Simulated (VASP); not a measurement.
# Ba3Lu (Pm-3m) in VASP: single point with PBE

Aim: the single point of Ba3Lu with PBE.

Everything below comes from runs of VASP 6.6.1. Logs are shortened: lines on timing, memory, paths and dates and some standing lists are left out, and cuts for length are marked.

## Step 1: The cell of the first run

The structure is cubic, space group Pm-3m (No. 221). Conventional cell: a = 5.871 Å, b = 5.871 Å, c = 5.871 Å, α = 90.00°, β = 90.00°, γ = 90.00°. Within 5.4 Å of Ba (site symmetry 4/mmm) lie 8 Ba at 4.15 Å and 4 Lu at 4.15 Å. Lu (site symmetry m-3m) has 12 Ba at 4.15 Å within 5.4 Å.

The cell was built from a structure type or drawn by symmetry, and may not be a known phase.

## Step 2: Single point, PBE

The input, INCAR:

```
  PREC = Accurate
  ENCUT = 520
  EDIFF = 1E-7
  ISMEAR = 0
  SIGMA = 0.1
  LREAL = False
  LASPH = True
  NELM = 100
  ALGO = Fast
  ISIF = 2
  LWAVE = False
  LCHARG = False
  GGA = PE
  NBANDS = 36
```

The input, KPOINTS:

```
regular mesh
0
Gamma
  8 8 8
```

The input, POSCAR:

```
Ba3Lu
1.0
    5.8713131900      0.0000000000      0.0000000000
    0.0000000000      5.8713131900      0.0000000000
    0.0000000000      0.0000000000      5.8713131900
Ba Lu
3 1
Direct
    0.0000000000      0.5000000000      0.5000000000
    0.5000000000      0.0000000000      0.5000000000
    0.5000000000      0.5000000000      0.0000000000
    0.0000000000      0.0000000000      0.0000000000
```

Potentials or basis: VASP PAW PBE potentials, release 64 (Ba_sv, Lu).

Launch:

```bash
$ cat potpaw_PBE.64/Ba_sv/POTCAR potpaw_PBE.64/Lu/POTCAR > POTCAR
$ mpirun -np 1 vasp_std > vasp.out
```

OUTCAR:

```text
PREC = Accurate
   ENCUT = 520
   EDIFF = 1E-7
   ISMEAR = 0
   LREAL = False
   LASPH = True
   NELM = 100
   ISIF = 2
   GGA = PE

 ion  position               nearest neighbor table
   1  0.000  0.500  0.500-   2 4.15   3 4.15   4 4.15   3 4.15   4 4.15   2 4.15   4 4.15   4 4.15
                             2 4.15   3 4.15   3 4.15   2 4.15
   2  0.500  0.000  0.500-   1 4.15   3 4.15   4 4.15   3 4.15   4 4.15   1 4.15   3 4.15   3 4.15
                             1 4.15   4 4.15   4 4.15   1 4.15
   3  0.500  0.500  0.000-   1 4.15   2 4.15   4 4.15   1 4.15   2 4.15   2 4.15   4 4.15   2 4.15
                             1 4.15   4 4.15   1 4.15   4 4.15
   4  0.000  0.000  0.000-   1 4.15   2 4.15   3 4.15   1 4.15   2 4.15   1 4.15   3 4.15   1 4.15
                             2 4.15   3 4.15   2 4.15   3 4.15

  LATTYP: Found a simple cubic cell.
 ALAT       =     5.8713131900

  Lattice vectors:

 A1 = (   5.8713131900,   0.0000000000,   0.0000000000)
 A2 = (   0.0000000000,   5.8713131900,   0.0000000000)
 A3 = (   0.0000000000,   0.0000000000,   5.8713131900)

Analysis of symmetry for initial positions (statically):
=====================================================================
 Subroutine PRICEL returns:
 Original cell was already a primitive cell.

 Routine SETGRP: Setting up the symmetry group for a
 simple cubic supercell.

 Subroutine GETGRP returns: Found 48 space group operations
 (whereof 48 operations were pure point group operations)
 out of a pool of 48 trial point group operations.

The static configuration has the point symmetry O_h .

Analysis of symmetry for dynamics (positions and initial velocities):
=====================================================================
 Subroutine PRICEL returns:
 Original cell was already a primitive cell.

 Routine SETGRP: Setting up the symmetry group for a
 simple cubic supercell.

 Subroutine GETGRP returns: Found 48 space group operations
 (whereof 48 operations were pure point group operations)
 out of a pool of 48 trial point group operations.

The dynamic configuration has the point symmetry O_h .

 Subroutine INISYM returns: Found 48 space group operations
 (whereof 48 operations are pure point group operations),
 and found     1 'primitive' translations

----------------------------------------------------------------------------------------

                                     Primitive cell

  volume of cell :     202.3978

  direct lattice vectors                    reciprocal lattice vectors
[... 93 lines left out ...]
   EDIFFG = 0.1E-05   stopping-criterion for IOM
   NSW    =      0    number of steps for IOM
   IBRION =     -1    ionic relax: 0-MD 1-quasi-New 2-CG
   NFREE  =      0    steps in history (QN), initial steepest desc. (CG)
   ISIF   =      2    stress and relaxation
   ISYM   =      2    0-nonsym 1-usesym 2-fastsym
   POTIM  = 0.5000    time-step for ionic-motion
   TEBEG  =    0.0;   TEEND  =   0.0 temperature during run
   PSTRESS=    0.0 pullay stress
   NELECT =      55.0000    total number of electrons
   NUPDOWN=      -1.0000    fix difference up-down
   EMIN   =  10.00;   EMAX   =-10.00  energy-range for DOS
   EFERMI =   0.00;   METHOD = LEGACY
   ISMEAR =     0;   SIGMA  =   0.10  broadening in eV -4-tet -1-fermi 0-gaus
   EFERMI_NEDOS =   21; number of points for ismear=-14 and -15
   IALGO  =     68    algorithm
   IMIX   =      4    mixing-type and parameters
     AMIX     =   0.40;   BMIX     =  1.00
     AMIX_MAG =   1.60;   BMIX_MAG =  1.00
  volume/ion in A,a.u.               =      50.60       341.46
  Fermi-wavevector in a.u.,A,eV,Ry     =   1.060377  2.003823 15.298395  1.124400
  Thomas-Fermi vector in A             =   2.195756
   LORBIT       =      0    0 simple, 1 ext, 2 COOP (PROOUT), +10 PAW based schemes
   GGA     = PE    functional components
   LHFCALC =     F    Hartree Fock is set to
   AEXX    =    0.0000 exact exchange contribution
   IVDW    =     0    specifies the selected vdW correction
   LEPSILON=     F    determine dielectric tensor
   LRPA    =     F    only Hartree local field effects (RPA)
 non-spin polarized calculation
 RMM-DIIS sequential band-by-band and
 Gauss-broadening in eV      SIGMA  =   0.10
  energy-cutoff  :      520.00
  volume of cell :      202.40
 maximum number of plane-waves:      5520
 NGX is ok and might be reduce to    48
   NGX = 21   NGY = 21   NGZ = 21

 number of electron      54.9999999 magnetization

 Free energy of the ion-electron system (eV)
  ---------------------------------------------------
  ext. energy  EPLUGINS =         0.00000000
  ---------------------------------------------------
  free energy    TOTEN  =        -9.16443094 eV

  energy without entropy =       -9.12071357  energy(sigma->0) =       -9.14257226

 E-fermi :   1.9938     XC(G=0):  -8.1845

 val. band max:        1.9820176213   @ k =   0.2500   0.2500   0.2500
 cond. band min:       1.9977403181   @ k =   0.2500   0.1250   0.1250
 fundamental gap:      0.0157226968
 Fermi energy:         1.9938409702

 k-point     1 :       0.0000    0.0000    0.0000
  band No.  band energies     occupation
      1     -55.6755      2.00000
      2     -26.4916      2.00000
      3     -26.3897      2.00000
      4     -26.3897      2.00000
      5     -26.2736      2.00000
      6     -26.2736      2.00000
[... 925 lines left out ...]
     35       3.3982      0.00000
     36       3.8041      0.00000

 [... further k-points ...]

------------------------ aborting loop because EDIFF is reached ----------------------------------------

  FORCE on cell =-STRESS in cart. coord.  units (eV):
  Direction    XX          YY          ZZ          XY          YZ          ZX
  --------------------------------------------------------------------------------------
  -------------------------------------------------------------------------------------
  Total        0.0994513      0.0994513      0.0994513      0.0000000     -0.0000000      0.0000000
  in kB        0.7872547      0.7872547      0.7872547      0.0000000     -0.0000000      0.0000000
  external PRESSURE =       0.7872547 kB  Pullay stress =       0.0000000 kB

 VOLUME and BASIS-vectors are now :
 -----------------------------------------------------------------------------
  energy-cutoff  :      520.00
  volume of cell :      202.40
      direct lattice vectors                 reciprocal lattice vectors
     5.871313190  0.000000000  0.000000000     0.170319649  0.000000000  0.000000000
     0.000000000  5.871313190  0.000000000     0.000000000  0.170319649  0.000000000
     0.000000000  0.000000000  5.871313190     0.000000000  0.000000000  0.170319649

 POSITION                                       TOTAL-FORCE (eV/Angst)
 -----------------------------------------------------------------------------------
      0.00000      2.93566      2.93566         0.000000      0.000000      0.000000
      2.93566      0.00000      2.93566         0.000000      0.000000      0.000000
      2.93566      2.93566      0.00000         0.000000      0.000000      0.000000
      0.00000      0.00000      0.00000         0.000000      0.000000      0.000000
 -----------------------------------------------------------------------------------
    total drift:                                0.000000      0.000000      0.000000

  FREE ENERGIE OF THE ION-ELECTRON SYSTEM (eV)
  ---------------------------------------------------
  free  energy   TOTEN  =        -9.1644309427 eV

  energy  without entropy=       -9.1207135690  energy(sigma->0) =       -9.14257226
```

stdout:

```text
POSCAR found type information on POSCAR BaLu
 POSCAR found :  2 types and       4 ions
 scaLAPACK will be used
[... 30 lines left out ...]
WARNING in EDDRMM: call to ZHEGV failed, returncode =   6  3      2
WARNING in EDDRMM: call to ZHEGV failed, returncode =   8  4     30
 num prob  num prob  num prob  num prob  num prob  num prob  num prob  num prob  num prob  num prob  num prob  num prob  num prob  num prob  num prob  num prob  num prob  num prob  num prob  num prob  num prob  num prob  num prob  num prob  num prob  num prob  num prob  num prob  nu
```

Wall time 18 min (1 thread of Intel Xeon Platinum 8559C (Emerald Rapids), shared host); peak memory 0.52 GiB.

What came out:

| Item | Value |
| --- | --- |
| Free energy | -9.1644 eV |
| Pressure | 0.1 GPa |
| Band gap on the k mesh | zero (an odd number of electrons rules out a gap without spin polarisation) |

Caveat: spin-orbit coupling is left out, which moves the levels of the heavy elements.
